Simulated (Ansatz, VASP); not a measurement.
Two plane-wave programs on TiIn4

```
Ti In
1.0
    -4.64807    4.64807    1.48622
     4.64807   -4.64807    1.48622
     4.64807    4.64807   -1.48622
Ti In
1 4
Direct
  0.50000 0.50000 0.00000
  0.00000 0.72511 0.72511
  0.00000 0.27489 0.27489
  0.72511 0.00000 0.72511
  0.27489 0.00000 0.27489
```

Alike in both runs: functional PBE; k mesh 4 × 4 × 4; occupations gaussian, width 0.1 eV; no spin polarisation.

Ansatz relaxed the structure, and its values are those at the end. VASP's run is a single point on that final structure, the one shown.

|  | VASP | Ansatz |
| --- | --- | --- |
| version | VASP 6.6.1 | Ansatz 0.2.0 |
| potentials or method | VASP PAW PBE potentials, release 64 (Ti_sv, In_d), cutoff 520 eV | scalar-relativistic, plane waves, PAW |
| valence electrons in the cell | 64 | 64 |

```tsv
	VASP	Ansatz	Ansatz less VASP
gap on the k mesh at the Fermi level (eV)	none	none	-
pressure (GPa)	0.0	0.0	+0.02
rms of the force components (eV/Å)	0.004	0.004	+0.0004
```

A gap of «none» marks a metal or a gap that the smearing closes.

The k mesh is coarse, so the values compare programs but aren't converged.
